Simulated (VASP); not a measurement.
Input of a VASP 6.6.1 run:

INCAR

```
SYSTEM = EuS
AGGAC    = 1.0          
AGGAX    = 1.0          
ALDAC    = 0.0          
ALDAX    = 1.0          
ALGO     = Normal         ! electronic algorithm
EDIFF    = 1E-6           ! SCF threshold, eV
ENCUT    = 600            ! plane-wave cutoff, eV
GGA      = B5             ! functional
GGA_COMPAT= .False.      
ISIF     = 2              ! what is computed and relaxed
ISMEAR   = -1             ! smearing method
ISPIN    = 2              ! spin polarisation
LASPH    = .True.         ! aspherical terms in the spheres
LCHARG   = .False.        ! write CHGCAR
LMAXMIX  = 6              ! l up to which the mixer works
LORBIT   = 11             ! projections on sites
LREAL    = .False.        ! projectors in reciprocal space
LWAVE    = .False.        ! write WAVECAR
MAGMOM   = 7 0            ! initial moments
NBANDS   = 22             ! bands
NELM     = 200            ! most SCF steps
PREC     = Accurate       ! precision mode
SIGMA    = 0.05           ! smearing width, eV
```

The input KPOINTS:

```
k-points
0
Gamma
  8 8 8
  0 0 0
```

File POSCAR:

```
EuS
1.0
    0.0000000000      3.0176952843      3.0176952843
    3.0176952843      0.0000000000      3.0176952843
    3.0176952843      3.0176952843      0.0000000000
Eu S
1 1
Direct
    0.0000000000      0.0000000000      0.0000000000
    0.5000000000      0.5000000000      0.5000000000
```

Potentials or basis: VASP PAW PBE potentials, release 64 (Eu, S).

Command:

```console
$ cat potpaw_PBE.64/Eu/POTCAR potpaw_PBE.64/S/POTCAR > POTCAR
$ mpirun -np 1 vasp_std > vasp.out
```

What does it give for the site moments?

Eu +6.62; S -0.05 μB.

What does it give for the net moment?

6.98 μB per cell.

What does it give for the band gap on the k mesh?

Zero (filled and empty bands overlap).

Caveat: spin-orbit coupling is left out, which moves the levels of the heavy elements; a cell with one magnetic atom can't hold antiferromagnetic order, which such compounds often take; semilocal functionals describe open f shells poorly, which spoils levels, moments and volumes. With open d or f shells a metallic result of BLYP can be an artefact of self-interaction; +U or a hybrid may open a gap.
